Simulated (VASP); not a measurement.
# Mg (P6_3/mmc) in VASP: a series of runs, part 2 of 2

VASP 6.6.1. Earlier steps stand in the parts before.

### Step 3. Relaxation of cell and atoms, PBEsol

This run uses another cell than the first one, of 23.24 Å³/atom.

File INCAR:

```
ALGO     = Normal         # electronic algorithm
EDIFF    = 1E-6           # SCF threshold, eV
EDIFFG   = -0.01          # ionic threshold
ENCUT    = 600            # plane-wave cutoff, eV
GGA      = PS             # functional
IBRION   = 2              # ionic algorithm
ISIF     = 3              # what is computed and relaxed
ISMEAR   = 1              # smearing method
LASPH    = T              # aspherical terms in the spheres
LCHARG   = F              # write CHGCAR
LREAL    = F              # projectors in reciprocal space
LWAVE    = F              # write WAVECAR
NELM     = 60             # most SCF steps
NSW      = 80             # ionic steps
PREC     = Accurate       # precision mode
SIGMA    = 0.02           # smearing width, eV
```

File KPOINTS:

```
k-points
0
Gamma
  9 9 5
```

File POSCAR:

```
Mg
1.0
    3.2093000000      0.0000000000      0.0000000000
   -1.6046500000      2.7793350000      0.0000000000
    0.0000000000      0.0000000000      5.2103000000
Mg
2
Direct
    0.3333333333      0.6666666667      0.2500000000
    0.6666666667      0.3333333333      0.7500000000
```

Potentials or basis: VASP PAW PBE potentials, release 64 (Mg).

Launch:

```
> cat potpaw_PBE.64/Mg/POTCAR > POTCAR
> mpirun -np 1 vasp_std > vasp.out
```

OUTCAR:

```text
EDIFF = 1E-6
   EDIFFG = -0.01
   ENCUT = 600
   GGA = PS
   IBRION = 2
   ISIF = 3
   ISMEAR = 1
   LASPH = T
   LREAL = F
   NELM = 60
   NSW = 80
   PREC = Accurate

 ion  position               nearest neighbor table
   1  0.333  0.667  0.250-   2 3.20   2 3.20   2 3.20   2 3.20   2 3.20   2 3.20
   2  0.667  0.333  0.750-   1 3.20   1 3.20   1 3.20   1 3.20   1 3.20   1 3.20

  LATTYP: Found a hexagonal cell.
 ALAT       =     3.2093000000
 C/A-ratio  =     1.6235004518

  Lattice vectors:

 A1 = (   3.2093000000,   0.0000000000,   0.0000000000)
 A2 = (  -1.6046500000,   2.7793350000,   0.0000000000)
 A3 = (   0.0000000000,   0.0000000000,   5.2103000000)

Analysis of symmetry for initial positions (statically):
=====================================================================
 Subroutine PRICEL returns:
 Original cell was already a primitive cell.

 Routine SETGRP: Setting up the symmetry group for a
 hexagonal supercell.

 Subroutine GETGRP returns: Found 24 space group operations
 (whereof 12 operations were pure point group operations)
 out of a pool of 24 trial point group operations.

The static configuration has the point symmetry D_3d.
 The point group associated with its full space group is D_6h.

Analysis of symmetry for dynamics (positions and initial velocities):
=====================================================================
 Subroutine PRICEL returns:
 Original cell was already a primitive cell.

 Routine SETGRP: Setting up the symmetry group for a
 hexagonal supercell.

 Subroutine GETGRP returns: Found 24 space group operations
 (whereof 12 operations were pure point group operations)
 out of a pool of 24 trial point group operations.

The dynamic configuration has the point symmetry D_3d.
 The point group associated with its full space group is D_6h.

 Subroutine INISYM returns: Found 24 space group operations
 (whereof 12 operations are pure point group operations),
 and found     1 'primitive' translations

----------------------------------------------------------------------------------------

                                     Primitive cell

  volume of cell :      46.4744

  direct lattice vectors                    reciprocal lattice vectors
     3.209300000  0.000000000  0.000000000     0.311594429  0.179899149  0.000000000
    -1.604650000  2.779335000  0.000000000     0.000000000  0.359798297  0.000000000
     0.000000000  0.000000000  5.210300000     0.000000000  0.000000000  0.191927528

  length of vectors
     3.209300000  3.209299716  5.210300000     0.359798265  0.359798297  0.191927528

  position of ions in fractional coordinates (direct lattice)
     0.333333333  0.666666667  0.250000000
     0.666666667  0.333333333  0.750000000

  ion indices of the primitive-cell ions
   primitive index   ion index
                 1           1
                 2           2

----------------------------------------------------------------------------------------

 KPOINTS: k-points

Automatic generation of k-mesh.
 Grid dimensions read from file:
 generate k-points for:    9    9    5

 Generating k-lattice:
[... 46 lines left out ...]
   total plane-waves  NPLWV =  32928
   dimension x,y,z NGX =    28 NGY =   28 NGZ =   42
   dimension x,y,z NGXF=    56 NGYF=   56 NGZF=   84
   ions per type =               2
   NGX,Y,Z   is equivalent  to a cutoff of  14.50, 14.50, 13.40 a.u.
   NGXF,Y,Z  is equivalent  to a cutoff of  29.01, 29.01, 26.80 a.u.
 SYSTEM =  unknown system
   PREC   = accura    normal or accurate (medium, high low for compatibility)
   ISTART =      0    job   : 0-new  1-cont  2-samecut
   ICHARG =      2    charge: 1-file 2-atom 10-const
   ISPIN  =      1    spin polarized calculation?
   LNONCOLLINEAR =      F non collinear calculations
   LSORBIT =      F    spin-orbit coupling
   LASPH  =      T    aspherical Exc in radial PAW
   ENCUT  =  600.0 eV  44.10 Ry    6.64 a.u.   6.41  6.41 10.41*2*pi/ulx,y,z
   NELM   =     60;   NELMIN=  2; NELMDL= -5     # of ELM steps
   EDIFF  = 0.1E-05   stopping-criterion for ELM
   LREAL  =      F    real-space projection
   EDIFFG = -.1E-01   stopping-criterion for IOM
   NSW    =     80    number of steps for IOM
   IBRION =      2    ionic relax: 0-MD 1-quasi-New 2-CG
   NFREE  =      1    steps in history (QN), initial steepest desc. (CG)
   ISIF   =      3    stress and relaxation
   ISYM   =      2    0-nonsym 1-usesym 2-fastsym
   POTIM  = 0.5000    time-step for ionic-motion
   TEBEG  =    0.0;   TEEND  =   0.0 temperature during run
   PSTRESS=    0.0 pullay stress
   NELECT =       4.0000    total number of electrons
   NUPDOWN=      -1.0000    fix difference up-down
   EMIN   =  10.00;   EMAX   =-10.00  energy-range for DOS
   EFERMI =   0.00;   METHOD = LEGACY
   ISMEAR =     1;   SIGMA  =   0.02  broadening in eV -4-tet -1-fermi 0-gaus
   EFERMI_NEDOS =   21; number of points for ismear=-14 and -15
   IALGO  =     38    algorithm
   IMIX   =      4    mixing-type and parameters
     AMIX     =   0.40;   BMIX     =  1.00
     AMIX_MAG =   1.60;   BMIX_MAG =  1.00
  volume/ion in A,a.u.               =      23.24       156.81
  Fermi-wavevector in a.u.,A,eV,Ry     =   0.722809  1.365911  7.108401  0.522453
  Thomas-Fermi vector in A             =   1.812866
   LORBIT       =      0    0 simple, 1 ext, 2 COOP (PROOUT), +10 PAW based schemes
   GGA     = PS    functional components
   LHFCALC =     F    Hartree Fock is set to
   AEXX    =    0.0000 exact exchange contribution
   IVDW    =     0    specifies the selected vdW correction
   LEPSILON=     F    determine dielectric tensor
   LRPA    =     F    only Hartree local field effects (RPA)
 conjugate gradient relaxation of ions
 non-spin polarized calculation
 Methfessel and Paxton  Order N= 1 SIGMA  =   0.02
  energy-cutoff  :      600.00
  volume of cell :       46.47
 maximum number of plane-waves:      1568
 NGX is ok and might be reduce to    28
   NGX = 13   NGY = 13   NGZ = 21

--------------------------------------- Ionic step        1  -------------------------------------------

 number of electron       4.0000000 magnetization

 Free energy of the ion-electron system (eV)
  ---------------------------------------------------
  ext. energy  EPLUGINS =         0.00000000
  ---------------------------------------------------
  free energy    TOTEN  =        -3.43590405 eV

  energy without entropy =       -3.43574242  energy(sigma->0) =       -3.43585017

------------------------ aborting loop because EDIFF is reached ----------------------------------------

  FORCE on cell =-STRESS in cart. coord.  units (eV):
  Direction    XX          YY          ZZ          XY          YZ          ZX
  --------------------------------------------------------------------------------------
  -------------------------------------------------------------------------------------
  Total       -0.3962779     -0.3962778     -0.2860807      0.0000000     -0.0000000      0.0000000
  in kB      -13.6614391    -13.6614359     -9.8624604      0.0000000     -0.0000000      0.0000000
  external PRESSURE =     -12.3951118 kB  Pullay stress =       0.0000000 kB
[... 59 lines left out ...]
--------------------------------------- Ionic step        3  -------------------------------------------

 number of electron       4.0000000 magnetization

 Free energy of the ion-electron system (eV)
  ---------------------------------------------------
  ext. energy  EPLUGINS =         0.00000000
  ---------------------------------------------------
  free energy    TOTEN  =        -3.44229750 eV

  energy without entropy =       -3.44213521  energy(sigma->0) =       -3.44224341

 E-fermi :   2.6638     XC(G=0):  -8.6036

 val. band max:        2.6618619990   @ k =   0.4444  -0.0000   0.4000
 cond. band min:       2.7610869301   @ k =   0.4444   0.1111   0.4000
 fundamental gap:      0.0992249311
 Fermi energy:         2.6638421311

 k-point     1 :       0.0000    0.0000    0.0000
  band No.  band energies     occupation
      1      -4.3172      2.00000
      2       0.9680      2.00000
      3       1.4373      2.00000
      4      13.7989      0.00000
      5      13.7989      0.00000
      6      13.9707      0.00000
[... 199 lines left out ...]
 k-point    24 :       0.3333    0.3333    0.2000
  band No.  band energies     occupation
      1       2.2727      2.00000
      2       2.3211      2.00000
      3       2.3211      2.00000
      4       5.4033      0.00000
      5       5.7784      0.00000
      6       5.7784      0.00000

 [... further k-points ...]

------------------------ aborting loop because EDIFF is reached ----------------------------------------

  FORCE on cell =-STRESS in cart. coord.  units (eV):
  Direction    XX          YY          ZZ          XY          YZ          ZX
  --------------------------------------------------------------------------------------
  -------------------------------------------------------------------------------------
  Total       -0.0018383     -0.0018383      0.0001646      0.0000000      0.0000000      0.0000000
  in kB       -0.0655856     -0.0655856      0.0058740      0.0000000      0.0000000      0.0000000
  external PRESSURE =      -0.0417657 kB  Pullay stress =       0.0000000 kB
[... 17 lines left out ...]
  FREE ENERGIE OF THE ION-ELECTRON SYSTEM (eV)
  ---------------------------------------------------
  free  energy   TOTEN  =        -3.4422975028 eV

  energy  without entropy=       -3.4421352114  energy(sigma->0) =       -3.44224341

 reached required accuracy - stopping structural energy minimisation
```

Run time: 12 s. Hardware: 1 thread of Intel Xeon Platinum 8488C (Sapphire Rapids), shared host; peak memory 0.19 GiB.

Results:

- Free energy: -3.4423 eV
- Relaxed volume: 22.45 Å³/atom
- Relaxed cell: a = 3.169 Å, b = 3.169 Å, c = 5.163 Å, α = 90.00°, β = 90.00°, γ = 120.00°
- Space group after relaxing (to 0.1 Å): P6_3/mmc (No. 194)
- Energy gained by relaxing: 3.2 meV/atom
- Ionic steps: 3
- Pressure after relaxing: 0.0 GPa
- Band gap on the k mesh: zero (bands 2 and 3 overlap by 2.24 eV)

Step by step:
```tsv
step	energy change (eV)	largest force (eV/Å)	pressure (GPa)	volume (Å³)
1	0.0000	0.0000	-1.24	46.47
2	-0.0060	0.0000	-0.32	45.28
3	-0.0064	0.0000	0.00	44.91
```

Final structure:
```yaml
crystal:
  lattice:
    - [3.16910, 0.00000, 0.00000]
    - [-1.58455, 2.74452, 0.00000]
    - [0.00000, 0.00000, 5.16318]
  atoms:
    - { symbol: Mg, position: [0.33333, 0.66667, 0.25000] }
    - { symbol: Mg, position: [0.66667, 0.33333, 0.75000] }
```

Caveat: the PAW data sets were made with another functional, which shifts forces and pressure a little.

The gap in the log of VASP goes by the Fermi energy; the results here count the filled bands.